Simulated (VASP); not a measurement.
# Hf (P6/mmm) in VASP: a series of runs

Hf is run at these levels: PBEsol; tasks: relaxation of shape and atoms at fixed volume, single point.

All numbers are computed with VASP 6.6.1; they aren't measurements. Logs are shortened: lines on timing, memory, paths and dates and some standing lists are left out, and cuts for length are marked.

### Step 1. The cell of the first run

It takes space group P6/mmm (No. 191, hexagonal). The conventional cell has a = 4.852 Å, b = 4.852 Å, c = 3.019 Å, α = 90.00°, β = 90.00°, γ = 120.00°. Hf (site symmetry -6m2) has 11 Hf at 2.80 to 3.18 Å within 3.7 Å. Hf (site symmetry 6/mmm) has 14 Hf at 3.02 to 3.18 Å within 4.0 Å.

This isn't the form of Hf at room conditions, which is hcp.

### Step 2. Relaxation of shape and atoms at fixed volume, PBEsol (20.52 Å³/atom)

INCAR

```
  PREC = Accurate
  ENCUT = 600
  EDIFF = 1E-7
  ISMEAR = 0
  SIGMA = 0.05
  LREAL = F
  LASPH = T
  NELM = 80
  ALGO = Fast
  ISIF = 4
  LWAVE = F
  LCHARG = F
  GGA = PS
  IBRION = 2
  NSW = 60
  EDIFFG = -0.01
```

KPOINTS

```
Automatic mesh
0
Gamma
  10 10 14
```

POSCAR

```
Hf
1.0
    4.8524012719      0.0000000000      0.0000000000
   -2.4262006360      4.2023027709      0.0000000000
    0.0000000000      0.0000000000      3.0192461348
Hf
3
Direct
    0.6666666667      0.3333333333      0.5000000000
    0.3333333333      0.6666666667      0.5000000000
    0.0000000000      0.0000000000      0.0000000000
```

Potentials or basis: VASP PAW PBE potentials, release 64 (Hf_pv).

On the command line:

```bash
$ cat potpaw_PBE.64/Hf_pv/POTCAR > POTCAR
$ mpirun -np 1 vasp_std > vasp.out
```

OUTCAR:

```text
PREC = Accurate
   ENCUT = 600
   EDIFF = 1E-7
   ISMEAR = 0
   LREAL = F
   LASPH = T
   NELM = 80
   ISIF = 4
   GGA = PS
   IBRION = 2
   NSW = 60
   EDIFFG = -0.01

 ion  position               nearest neighbor table
   1  0.667  0.333  0.500-   2 2.80   2 2.80   2 2.80   3 3.18   3 3.18   3 3.18   3 3.18   3 3.18
                             3 3.18
   2  0.333  0.667  0.500-   1 2.80   1 2.80   1 2.80   3 3.18   3 3.18   3 3.18   3 3.18   3 3.18
                             3 3.18
   3  0.000  0.000  0.000-   1 3.18   2 3.18   1 3.18   2 3.18   1 3.18   1 3.18   2 3.18   2 3.18
                             1 3.18   1 3.18   2 3.18   2 3.18

  LATTYP: Found a hexagonal cell.
 ALAT       =     4.8524012719
 C/A-ratio  =     0.6222169119

  Lattice vectors:

 A1 = (   4.8524012719,   0.0000000000,   0.0000000000)
 A2 = (  -2.4262006360,   4.2023027709,   0.0000000000)
 A3 = (   0.0000000000,   0.0000000000,   3.0192461348)

Analysis of symmetry for initial positions (statically):
=====================================================================
 Subroutine PRICEL returns:
 Original cell was already a primitive cell.

 Routine SETGRP: Setting up the symmetry group for a
 hexagonal supercell.

 Subroutine GETGRP returns: Found 24 space group operations
 (whereof 24 operations were pure point group operations)
 out of a pool of 24 trial point group operations.

The static configuration has the point symmetry D_6h.

Analysis of symmetry for dynamics (positions and initial velocities):
=====================================================================
 Subroutine PRICEL returns:
 Original cell was already a primitive cell.

 Routine SETGRP: Setting up the symmetry group for a
 hexagonal supercell.

 Subroutine GETGRP returns: Found 24 space group operations
 (whereof 24 operations were pure point group operations)
 out of a pool of 24 trial point group operations.

The dynamic configuration has the point symmetry D_6h.

 Subroutine INISYM returns: Found 24 space group operations
 (whereof 24 operations are pure point group operations),
 and found     1 'primitive' translations

----------------------------------------------------------------------------------------

                                     Primitive cell

  volume of cell :      61.5662

  direct lattice vectors                    reciprocal lattice vectors
     4.852401272  0.000000000  0.000000000     0.206083533  0.118982384  0.000000000
    -2.426200636  4.202302771  0.000000000     0.000000000  0.237964767  0.000000000
     0.000000000  0.000000000  3.019246135     0.000000000  0.000000000  0.331208505

  length of vectors
     4.852401272  4.852401272  3.019246135     0.237964767  0.237964767  0.331208505

  position of ions in fractional coordinates (direct lattice)
     0.666666667  0.333333333  0.500000000
     0.333333333  0.666666667  0.500000000
     0.000000000  0.000000000  0.000000000

  ion indices of the primitive-cell ions
   primitive index   ion index
                 1           1
                 2           2
                 3           3

----------------------------------------------------------------------------------------

 KPOINTS: Automatic mesh

Automatic generation of k-mesh.
 Grid dimensions read from file:
 generate k-points for:   10   10   14

 Generating k-lattice:

  Cartesian coordinates                     Fractional coordinates (reciprocal lattice)
     0.020608353  0.011898238  0.000000000     0.100000000 -0.000000000  0.000000000
     0.000000000  0.023796477  0.000000000     0.000000000  0.100000000  0.000000000
     0.000000000  0.000000000  0.023657750     0.000000000  0.000000000  0.071428571

  Length of vectors
     0.023796477  0.023796477  0.023657750

  Shift w.r.t. Gamma in fractional coordinates (k-lattice)
     0.000000000  0.000000000  0.000000000

 Subroutine IBZKPT returns following result:
 ===========================================

 Found    112 irreducible k-points:

 Following reciprocal coordinates:
            Coordinates               Weight
  0.000000  0.000000  0.000000      1.000000
  0.100000 -0.000000  0.000000      6.000000
  0.200000 -0.000000  0.000000      6.000000
  0.300000 -0.000000  0.000000      6.000000
  0.400000 -0.000000  0.000000      6.000000
  0.500000 -0.000000  0.000000      3.000000
[... 16 lines left out ...]
  0.300000  0.100000  0.071429     24.000000
  0.400000  0.100000  0.071429     24.000000
 [... further k-points ...]
   k-points           NKPTS =    112   k-points in BZ     NKDIM =    112   number of bands    NBANDS=     19
   number of dos      NEDOS =    301   number of ions     NIONS =      3
   total plane-waves  NPLWV =  38400
   dimension x,y,z NGX =    40 NGY =   40 NGZ =   24
   dimension x,y,z NGXF=    80 NGYF=   80 NGZF=   48
   ions per type =               3
   NGX,Y,Z   is equivalent  to a cutoff of  13.70, 13.70, 13.21 a.u.
   NGXF,Y,Z  is equivalent  to a cutoff of  27.41, 27.41, 26.43 a.u.
 SYSTEM =  unknown system
   PREC   = accura    normal or accurate (medium, high low for compatibility)
   ISTART =      0    job   : 0-new  1-cont  2-samecut
   ICHARG =      2    charge: 1-file 2-atom 10-const
   ISPIN  =      1    spin polarized calculation?
   LNONCOLLINEAR =      F non collinear calculations
   LSORBIT =      F    spin-orbit coupling
   LASPH  =      T    aspherical Exc in radial PAW
   ENCUT  =  600.0 eV  44.10 Ry    6.64 a.u.   9.69  9.69  6.03*2*pi/ulx,y,z
   NELM   =     80;   NELMIN=  2; NELMDL= -5     # of ELM steps
   EDIFF  = 0.1E-06   stopping-criterion for ELM
   LREAL  =      F    real-space projection
   EDIFFG = -.1E-01   stopping-criterion for IOM
   NSW    =     60    number of steps for IOM
   IBRION =      2    ionic relax: 0-MD 1-quasi-New 2-CG
   NFREE  =      1    steps in history (QN), initial steepest desc. (CG)
   ISIF   =      4    stress and relaxation
   ISYM   =      2    0-nonsym 1-usesym 2-fastsym
   POTIM  = 0.5000    time-step for ionic-motion
   TEBEG  =    0.0;   TEEND  =   0.0 temperature during run
   PSTRESS=    0.0 pullay stress
   NELECT =      30.0000    total number of electrons
   NUPDOWN=      -1.0000    fix difference up-down
   EMIN   =  10.00;   EMAX   =-10.00  energy-range for DOS
   EFERMI =   0.00;   METHOD = LEGACY
   ISMEAR =     0;   SIGMA  =   0.05  broadening in eV -4-tet -1-fermi 0-gaus
   EFERMI_NEDOS =   21; number of points for ismear=-14 and -15
   IALGO  =     68    algorithm
   IMIX   =      4    mixing-type and parameters
     AMIX     =   0.40;   BMIX     =  1.00
     AMIX_MAG =   1.60;   BMIX_MAG =  1.00
  volume/ion in A,a.u.               =      20.52       138.49
  Fermi-wavevector in a.u.,A,eV,Ry     =   1.288253  2.434445 22.580161  1.659595
  Thomas-Fermi vector in A             =   2.420218
   LORBIT       =      0    0 simple, 1 ext, 2 COOP (PROOUT), +10 PAW based schemes
   GGA     = PS    functional components
   LHFCALC =     F    Hartree Fock is set to
   AEXX    =    0.0000 exact exchange contribution
   IVDW    =     0    specifies the selected vdW correction
   LEPSILON=     F    determine dielectric tensor
   LRPA    =     F    only Hartree local field effects (RPA)
 conjugate gradient relaxation of ions
 non-spin polarized calculation
 RMM-DIIS sequential band-by-band and
 Gauss-broadening in eV      SIGMA  =   0.05
  energy-cutoff  :      600.00
  volume of cell :       61.57
 maximum number of plane-waves:      2080
 NGX is ok and might be reduce to    40
   NGX = 19   NGY = 19   NGZ = 13

--------------------------------------- Ionic step        1  -------------------------------------------

 number of electron      29.9999998 magnetization

 Free energy of the ion-electron system (eV)
  ---------------------------------------------------
  ext. energy  EPLUGINS =         0.00000000
  ---------------------------------------------------
  free energy    TOTEN  =       -31.37351984 eV

  energy without entropy =      -31.36978237  energy(sigma->0) =      -31.37165111

------------------------ aborting loop because EDIFF is reached ----------------------------------------

  FORCE on cell =-STRESS in cart. coord.  units (eV):
  Direction    XX          YY          ZZ          XY          YZ          ZX
  --------------------------------------------------------------------------------------
  -------------------------------------------------------------------------------------
  Total        1.7496609      1.7496609      1.9366919     -0.0000000      0.0000000      0.0000000
  in kB       45.5325436     45.5325436     50.3997703     -0.0000000      0.0000000      0.0000000
  external PRESSURE =      47.1549525 kB  Pullay stress =       0.0000000 kB
[... 59 lines left out ...]
  energy  without entropy=      -31.3699185425  energy(sigma->0) =      -31.37178120

--------------------------------------- Ionic step        3  -------------------------------------------

 number of electron      29.9999998 magnetization

 Free energy of the ion-electron system (eV)
  ---------------------------------------------------
  ext. energy  EPLUGINS =         0.00000000
  ---------------------------------------------------
  free energy    TOTEN  =       -31.37365997 eV

  energy without entropy =      -31.36993176  energy(sigma->0) =      -31.37179586

 E-fermi :   5.1815     XC(G=0): -11.7905

 val. band max:        5.1805570863   @ k =   0.3000   0.2000   0.0714
 cond. band min:       5.1859021568   @ k =   0.4000   0.1000   0.2857
 fundamental gap:      0.0053450704
 Fermi energy:         5.1814559059

 k-point     1 :       0.0000    0.0000    0.0000
  band No.  band energies     occupation
      1     -25.3689      2.00000
      2     -25.3689      2.00000
      3     -25.3549      2.00000
      4     -25.3549      2.00000
      5     -24.8676      2.00000
      6     -24.5797      2.00000
[... 11 lines left out ...]
     18       7.4125      0.00000
     19       7.4125      0.00000
[... 489 lines left out ...]
      3     -25.2016      2.00000
      4     -24.9552      2.00000
      5     -24.8213      2.00000
      6     -24.6932      2.00000
[... 11 lines left out ...]
     18       6.3132      0.00000
     19       6.8816      0.00000

 [... further k-points ...]
[... 5 lines left out ...]
  --------------------------------------------------------------------------------------
  -------------------------------------------------------------------------------------
  Total        1.8077828      1.8077828      1.8083061     -0.0000000      0.0000000     -0.0000000
  in kB       47.0450864     47.0450864     47.0587042     -0.0000000      0.0000000     -0.0000000
  external PRESSURE =      47.0496257 kB  Pullay stress =       0.0000000 kB
[... 18 lines left out ...]
  FREE ENERGIE OF THE ION-ELECTRON SYSTEM (eV)
  ---------------------------------------------------
  free  energy   TOTEN  =       -31.3736599669 eV

  energy  without entropy=      -31.3699317591  energy(sigma->0) =      -31.37179586

 reached required accuracy - stopping structural energy minimisation
```

Wall time 3.9 min (1 thread of Intel Xeon Platinum 8488C (Sapphire Rapids), shared host); peak memory 0.28 GiB.

Results:

```
Free energy               : -31.3737 eV
Energy gained by relaxing : 0.0 meV/atom
Ionic steps               : 3
Pressure after relaxing   : 4.7 GPa
Band gap on the k mesh    : zero (bands 15 and 16 overlap by 0.98 eV)
```

The path:
| step | energy change (eV) | largest force (eV/Å) | pressure (GPa) | volume (Å³) |
| --- | --- | --- | --- | --- |
| 1 | 0.0000 | 0.0000 | 4.72 | 61.57 |
| 2 | -0.0001 | 0.0000 | 4.70 | 61.57 |
| 3 | -0.0001 | 0.0000 | 4.70 | 61.57 |

Final structure:
```yaml
crystal:
  lattice:
    - [4.84878, 0.00000, 0.00000]
    - [-2.42439, 4.19916, 0.00000]
    - [0.00000, 0.00000, 3.02376]
  atoms:
    - { symbol: Hf, position: [0.66667, 0.33333, 0.50000] }
    - { symbol: Hf, position: [0.33333, 0.66667, 0.50000] }
    - { symbol: Hf, position: [0.00000, 0.00000, 0.00000] }
```

Caveat: the PAW data sets were made with another functional, which shifts forces and pressure a little; spin-orbit coupling is left out, which moves the levels of the heavy elements.

[end of part 1 of 2]
